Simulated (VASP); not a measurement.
# B17BrN17 (a cell with a defect) in VASP: further runs

The runs below take B17BrN17 (a cell with a defect) through single point, with PBE.

All numbers are computed with VASP 6.6.1; they aren't measurements. Logs are shortened: lines on timing, memory, paths and dates and some standing lists are left out, and cuts for length are marked.

### Step 1. The cell of the first run

The cell holds a defect, 35 atoms: a = 7.465 Å, b = 7.465 Å, c = 6.495 Å, α = 90.00°, β = 90.00°, γ = 120.00°.

### Step 2. Single point, PBE

INCAR reads:

```
SYSTEM = B17BrN17
PREC = Accurate
ENCUT = 520
EDIFF = 1E-6
ISMEAR = 0
SIGMA = 0.01
LREAL = Auto
LASPH = .True.
NELM = 120
ALGO = Normal
ISIF = 2
LWAVE = .False.
LCHARG = .False.
GGA = PE
NBANDS = 94
NELECT = 144.0
GGA_COMPAT = .False.
ISYM = -1
```

KPOINTS reads:

```
explicit points
1
Reciprocal
  0.25000000   0.25000000   0.25000000 1
```

POSCAR reads:

```
B17BrN17
1.0
    7.4650312800      0.0000000000      0.0000000000
   -3.7325156400      6.4649067300      0.0000000000
    0.0000000000      0.0000000000      6.4954828800
B N Br
17 17 1
Direct
    0.1221688863      0.2070066142      0.2621611649
    0.1835612890      0.1172978367      0.7507860355
    0.1214801813      0.5372582559      0.2527519114
    0.2161724447      0.4693714042      0.6819274855
    0.1207426244      0.8715590623      0.2690695867
    0.2139845256      0.7953512092      0.7564925853
    0.4562920671      0.2081902870      0.2878582510
    0.5639134308      0.1200372652      0.7762709255
    0.4515391565      0.5446626332      0.3523154525
    0.4560894961      0.8717691168      0.2553041612
    0.5402894904      0.7893618747      0.6800368872
    0.7881889265      0.2057173106      0.2485995117
    0.8758704656      0.1214184477      0.7070328479
    0.7847865119      0.5372600141      0.2798597218
    0.8876035648      0.4681451047      0.7482973248
    0.7861443536      0.8710479136      0.2539156260
    0.8729860843      0.7820672852      0.7234656673
    0.0976758122      0.2392173486      0.6932892999
    0.2316825301      0.0938436930      0.2845294583
    0.1120594366      0.5743119478      0.7543206219
    0.2314547440      0.4269339062      0.2630483508
    0.0988324566      0.9031277697      0.7516255827
    0.2320959865      0.7612210412      0.2600374284
    0.5654946871      0.0956710125      0.2579912164
    0.4186213356      0.5849410917      0.5955731242
    0.5659832469      0.4272503932      0.3124955308
    0.4382958915      0.9049107580      0.7500408234
    0.5664443388      0.7622908168      0.2588534228
    0.7753234649      0.2379436386      0.7418792338
    0.8994702657      0.0949347892      0.2388638220
    0.7804147186      0.5717730232      0.7349565656
    0.8974426990      0.4280086551      0.2522700947
    0.7645307030      0.8996339282      0.6967742342
    0.8983831407      0.7610413623      0.2665574541
    0.4534045268      0.2965584667      0.8597960340
```

Potentials or basis: VASP PAW PBE potentials, release 64 (B, N, Br).

Command:

```bash
$ cat potpaw_PBE.64/B/POTCAR potpaw_PBE.64/N/POTCAR potpaw_PBE.64/Br/POTCAR > POTCAR
$ mpirun -np 1 vasp_std > vasp.out
```

OUTCAR:

```text
SYSTEM = B17BrN17
   PREC = Accurate
   ENCUT = 520
   EDIFF = 1E-6
   ISMEAR = 0
   LREAL = Auto
   LASPH = .True.
   NELM = 120
   ISIF = 2
   GGA = PE
   NELECT = 144.0
   ISYM = -1

 ion  position               nearest neighbor table
   1  0.122  0.207  0.262-  21 1.42  19 1.45  30 1.45
   2  0.184  0.117  0.751-  22 1.39  18 1.40  35 1.91
   3  0.121  0.537  0.253-  21 1.43  32 1.45  23 1.45
   4  0.216  0.469  0.682-  25 1.43  20 1.43  18 1.49
   5  0.121  0.872  0.269-  23 1.43  34 1.44  19 1.44
   6  0.214  0.795  0.756-  20 1.43  22 1.44  27 1.45
   7  0.456  0.208  0.288-  26 1.43  24 1.45  19 1.45
   8  0.564  0.120  0.776-  29 1.39  27 1.41  35 1.95
   9  0.452  0.545  0.352-  26 1.52  28 1.53  21 1.54  25 1.65
  10  0.456  0.872  0.255-  28 1.42  24 1.45  23 1.45
  11  0.540  0.789  0.680-  25 1.44  33 1.45  27 1.48
  12  0.788  0.206  0.249-  30 1.44  32 1.44  24 1.44
  13  0.876  0.121  0.707-  29 1.42  33 1.44  18 1.44
  14  0.785  0.537  0.280-  26 1.43  32 1.45  34 1.45
  15  0.888  0.468  0.748-  31 1.37  20 1.45  29 1.49
[... 13 lines left out ...]
  29  0.775  0.238  0.742-   8 1.39  13 1.42  15 1.49
  30  0.899  0.095  0.239-  12 1.44   1 1.45  16 1.45
  31  0.780  0.572  0.735-  17 1.36  15 1.37
  32  0.897  0.428  0.252-  12 1.44  14 1.45   3 1.45
  33  0.765  0.900  0.697-  13 1.44  11 1.45  17 1.47
  34  0.898  0.761  0.267-   5 1.44  16 1.44  14 1.45
  35  0.453  0.297  0.860-   2 1.91   8 1.95

IMPORTANT INFORMATION: All symmetrisations will be switched off!
NOSYMM: (Re-)initialisation of all symmetry stuff for point group C_1.

----------------------------------------------------------------------------------------

                                     Primitive cell

  volume of cell :     313.4768

  direct lattice vectors                    reciprocal lattice vectors
     7.465031280  0.000000000  0.000000000     0.133957912  0.077340636  0.000000000
    -3.732515640  6.464906730  0.000000000     0.000000000  0.154681273  0.000000000
     0.000000000  0.000000000  6.495482880     0.000000000  0.000000000  0.153953142

  length of vectors
     7.465031280  7.465031281  6.495482880     0.154681273  0.154681273  0.153953142

  position of ions in fractional coordinates (direct lattice)
     0.122168886  0.207006614  0.262161165
     0.183561289  0.117297837  0.750786035
     0.121480181  0.537258256  0.252751911
     0.216172445  0.469371404  0.681927485
     0.120742624  0.871559062  0.269069587
     0.213984526  0.795351209  0.756492585
[... 27 lines left out ...]
     0.898383141  0.761041362  0.266557454
     0.453404527  0.296558467  0.859796034

  ion indices of the primitive-cell ions
   primitive index   ion index
                 1           1
[... 71 lines left out ...]
   ISYM   =     -1    0-nonsym 1-usesym 2-fastsym
   POTIM  = 0.5000    time-step for ionic-motion
   TEBEG  =    0.0;   TEEND  =   0.0 temperature during run
   PSTRESS=    0.0 pullay stress
   NELECT =     144.0000    total number of electrons
   NUPDOWN=      -1.0000    fix difference up-down
   EMIN   =  10.00;   EMAX   =-10.00  energy-range for DOS
   EFERMI =   0.00;   METHOD = LEGACY
   ISMEAR =     0;   SIGMA  =   0.01  broadening in eV -4-tet -1-fermi 0-gaus
   EFERMI_NEDOS =   21; number of points for ismear=-14 and -15
   IALGO  =     38    algorithm
   IMIX   =      4    mixing-type and parameters
     AMIX     =   0.40;   BMIX     =  1.00
     AMIX_MAG =   1.60;   BMIX_MAG =  1.00
  volume/ion in A,a.u.               =       8.96        60.44
  Fermi-wavevector in a.u.,A,eV,Ry     =   1.263166  2.387038 21.709310  1.595589
  Thomas-Fermi vector in A             =   2.396537
   LORBIT       =      0    0 simple, 1 ext, 2 COOP (PROOUT), +10 PAW based schemes
   GGA     = PE    functional components
   LHFCALC =     F    Hartree Fock is set to
   AEXX    =    0.0000 exact exchange contribution
   IVDW    =     0    specifies the selected vdW correction
   LEPSILON=     F    determine dielectric tensor
   LRPA    =     F    only Hartree local field effects (RPA)
 non-spin polarized calculation
 Gauss-broadening in eV      SIGMA  =   0.01
  energy-cutoff  :      520.00
  volume of cell :      313.48
 maximum number of plane-waves:      8452
 NGX is ok and might be reduce to    56
   NGX = 27   NGY = 27   NGZ = 25

 number of electron     144.0000001 magnetization

 Free energy of the ion-electron system (eV)
  ---------------------------------------------------
  ext. energy  EPLUGINS =         0.00000000
  ---------------------------------------------------
  free energy    TOTEN  =      -288.58455920 eV

  energy without entropy =     -288.58455920  energy(sigma->0) =     -288.58455920

 E-fermi :   3.9017     XC(G=0): -10.3799

 val. band max:        3.8103189848   @ k =   0.2500   0.2500   0.2500
 cond. band min:       6.6647079942   @ k =   0.2500   0.2500   0.2500
 fundamental gap:      2.8543890094
 Fermi energy:         3.9017317178

 k-point     1 :       0.2500    0.2500    0.2500
  band No.  band energies     occupation
      1     -14.9127      2.00000
      2     -14.4547      2.00000
      3     -14.3941      2.00000
      4     -14.0768      2.00000
      5     -13.9432      2.00000
      6     -13.6886      2.00000
[... 76 lines left out ...]
     83       9.5806      0.00000
     84       9.8259      0.00000
 [bands above 84 left out]

------------------------ aborting loop because EDIFF is reached ----------------------------------------

  FORCE on cell =-STRESS in cart. coord.  units (eV):
  Direction    XX          YY          ZZ          XY          YZ          ZX
  --------------------------------------------------------------------------------------
  -------------------------------------------------------------------------------------
  Total       37.5971216     28.7992255     18.5395111      5.2166332     -1.1301621      0.4992601
  in kB      192.1586069    147.1926259     94.7553024     26.6621731     -5.7762499      2.5517148
  external PRESSURE =     144.7021784 kB  Pullay stress =       0.0000000 kB

 VOLUME and BASIS-vectors are now :
 -----------------------------------------------------------------------------
  energy-cutoff  :      520.00
  volume of cell :      313.48
      direct lattice vectors                 reciprocal lattice vectors
     7.465031280  0.000000000  0.000000000     0.133957912  0.077340636  0.000000000
    -3.732515640  6.464906730  0.000000000     0.000000000  0.154681273  0.000000000
     0.000000000  0.000000000  6.495482880     0.000000000  0.000000000  0.153953142

 POSITION                                       TOTAL-FORCE (eV/Angst)
 -----------------------------------------------------------------------------------
      0.13934      1.33828      1.70286         0.006114      0.002177     -0.005272
      0.93247      0.75832      4.87672         0.019192      0.004560      0.005423
     -1.09847      3.47332      1.64175         0.001864      0.001767     -0.007276
     -0.13820      3.03444      4.42945         0.000655     -0.016183      0.003589
     -2.35176      5.63455      1.74774         0.002046     -0.002794     -0.002553
     -1.37126      5.14187      4.91378        -0.006587      0.006732      0.005006
[... 27 lines left out ...]
      3.86586      4.92006      1.73142        -0.003655      0.000633      0.000740
      2.27777      1.91722      5.58479        -0.004614      0.008019     -0.001310
 -----------------------------------------------------------------------------------
    total drift:                                0.000837      0.006426      0.002894

  FREE ENERGIE OF THE ION-ELECTRON SYSTEM (eV)
  ---------------------------------------------------
  free  energy   TOTEN  =      -288.5845591983 eV

  energy  without entropy=     -288.5845591983  energy(sigma->0) =     -288.58455920
```

OSZICAR:

```text
N       E                     dE             d eps       ncg     rms          rms(c)
DAV:   1     0.749061586466E+03    0.74906E+03   -0.73912E+04   188   0.144E+03
DAV:   2    -0.255350675874E+03   -0.10044E+04   -0.93992E+03   234   0.331E+02
DAV:   3    -0.321810656287E+03   -0.66460E+02   -0.65857E+02   224   0.880E+01
DAV:   4    -0.323108018473E+03   -0.12974E+01   -0.12930E+01   224   0.128E+01
DAV:   5    -0.323143281873E+03   -0.35263E-01   -0.35231E-01   232   0.195E+00    0.355E+01
DAV:   6    -0.291716676027E+03    0.31427E+02   -0.87606E+01   216   0.298E+01    0.168E+01
DAV:   7    -0.289266561352E+03    0.24501E+01   -0.68441E+00   216   0.902E+00    0.111E+01
DAV:   8    -0.288572158972E+03    0.69440E+00   -0.20587E+00   208   0.508E+00    0.163E+00
DAV:   9    -0.288579469920E+03   -0.73109E-02   -0.21064E-01   216   0.178E+00    0.901E-01
DAV:  10    -0.288581821393E+03   -0.23515E-02   -0.26365E-02   216   0.628E-01    0.431E-01
DAV:  11    -0.288583634272E+03   -0.18129E-02   -0.70432E-03   216   0.328E-01    0.170E-01
DAV:  12    -0.288584373823E+03   -0.73955E-03   -0.13217E-03   208   0.147E-01    0.976E-02
DAV:  13    -0.288584495624E+03   -0.12180E-03   -0.21982E-04   216   0.593E-02    0.427E-02
DAV:  14    -0.288584550174E+03   -0.54550E-04   -0.64968E-05   208   0.309E-02    0.137E-02
DAV:  15    -0.288584555821E+03   -0.56474E-05   -0.68182E-06   224   0.109E-02    0.637E-03
DAV:  16    -0.288584558976E+03   -0.31555E-05   -0.35847E-06   176   0.744E-03    0.134E-03
DAV:  17    -0.288584559198E+03   -0.22188E-06   -0.44304E-07   136   0.265E-03
   1 F= -.28858456E+03 E0= -.28858456E+03  d E =-.288754E-38
```

Wall time 3 min (1 thread of Intel Xeon 8259CL, shared host); peak memory 0.37 GiB.

What came out:

| Property | Result |
| --- | --- |
| Free energy | -288.5846 eV |
| Largest force | 0.025 eV/Å |

Forces on the atoms (eV/Å):
```
B    0.006  0.002 -0.005
B    0.019  0.005  0.005
B    0.002  0.002 -0.007
B    0.001 -0.016  0.004
B    0.002 -0.003 -0.003
B   -0.007  0.007  0.005
B    0.002  0.006  0.008
B   -0.014  0.004  0.011
B    0.004  0.000  0.024
B   -0.001 -0.001 -0.009
B    0.008 -0.008  0.005
B    0.005 -0.001 -0.010
B   -0.002 -0.002 -0.006
B   -0.002 -0.003 -0.001
B   -0.004 -0.019  0.006
B    0.006 -0.002 -0.005
B   -0.023 -0.007 -0.001
N    0.009  0.009 -0.004
N   -0.004 -0.003  0.001
N    0.002 -0.001  0.001
N    0.001  0.007 -0.002
N    0.009  0.007  0.000
N    0.000  0.000  0.001
N   -0.005 -0.002  0.001
N    0.011 -0.005 -0.020
N    0.001  0.002  0.005
N   -0.008  0.007  0.000
N   -0.004 -0.004 -0.002
N   -0.002  0.011  0.000
N   -0.004 -0.003  0.003
N   -0.004 -0.004  0.000
N   -0.001  0.003  0.000
N    0.005  0.004 -0.004
N   -0.004  0.001  0.001
Br  -0.005  0.008 -0.001
```

Levels at points of the mesh, in eV from the Fermi level:
```csv
k point,band 70,band 71,band 72,band 73,band 74,band 75
"(0.25, 0.25, 0.25)",-0.96,-0.67,-0.09,2.76,3.22,3.63
```

Caveat: the cell carries a net charge on a neutralising background, which shifts energy and pressure; the cell is charged against a uniform background, so pressure and absolute levels hang on convention.

### Step 3. Single point, PBE

INCAR reads:

```
  PREC = Accurate
  ENCUT = 520
  EDIFF = 1E-6
  ISMEAR = 0
  SIGMA = 0.01
  LREAL = Auto
  LASPH = True
  NELM = 120
  ALGO = Normal
  ISIF = 2
  LWAVE = False
  LCHARG = False
  GGA = PE
  NELECT = 144.0
  NBANDS = 94
  GGA_COMPAT = False
  ISYM = -1
```

KPOINTS is that of step 2.

Edit POSCAR of step 2 so:

```diff
@@ -2,5 +2,5 @@
 1.0
-    7.4650312800      0.0000000000      0.0000000000
-   -3.7325156400      6.4649067300      0.0000000000
-    0.0000000000      0.0000000000      6.4954828800
+    7.4650312844      0.0000000000      0.0000000000
+   -3.7325156422      6.4649067324      0.0000000000
+    0.0000000000      0.0000000000      6.4954828762
 B N Br
```

Potentials or basis: VASP PAW PBE potentials, release 64 (B, N, Br).

Command:

```bash
$ cat potpaw_PBE.64/B/POTCAR potpaw_PBE.64/N/POTCAR potpaw_PBE.64/Br/POTCAR > POTCAR
$ mpirun -np 1 vasp_std > vasp.out
```

Run time: 2.8 min. Hardware: 1 thread of Intel Xeon 8259CL, shared host; peak memory 0.37 GiB.

The run converged. Its results:

| Quantity | Value |
| --- | --- |
| Free energy | -288.5846 eV |
| Largest force | 0.025 eV/Å |

Forces in eV/Å, atoms in the order of the input:
```
B    0.006  0.002 -0.005
B    0.019  0.005  0.005
B    0.002  0.002 -0.007
B    0.001 -0.016  0.004
B    0.002 -0.003 -0.003
B   -0.007  0.007  0.005
B    0.002  0.006  0.008
B   -0.014  0.004  0.011
B    0.004  0.000  0.024
B   -0.001 -0.001 -0.009
B    0.008 -0.008  0.005
B    0.005 -0.001 -0.010
B   -0.002 -0.002 -0.006
B   -0.002 -0.003 -0.001
B   -0.004 -0.019  0.006
B    0.006 -0.002 -0.005
B   -0.023 -0.007 -0.001
N    0.009  0.009 -0.004
N   -0.004 -0.003  0.001
N    0.002 -0.001  0.001
N    0.001  0.007 -0.002
N    0.009  0.007  0.000
N    0.000  0.000  0.001
N   -0.005 -0.002  0.001
N    0.011 -0.005 -0.020
N    0.001  0.002  0.005
N   -0.008  0.007  0.000
N   -0.004 -0.004 -0.002
N   -0.002  0.011  0.000
N   -0.004 -0.003  0.003
N   -0.004 -0.004  0.000
N   -0.001  0.003  0.000
N    0.005  0.004 -0.004
N   -0.004  0.001  0.001
Br  -0.005  0.008 -0.001
```

Levels at points of the mesh, in eV from the Fermi level:
```csv
k point,band 68,band 69,band 70,band 71,band 72,band 73,band 74,band 75,band 76,band 77
"(0.25, 0.25, 0.25)",-1.54,-1.20,-0.96,-0.67,-0.09,2.76,3.22,3.63,3.89,4.05
```

Caveat: the cell carries a net charge on a neutralising background, which shifts energy and pressure; the cell is charged against a uniform background, so pressure and absolute levels hang on convention.
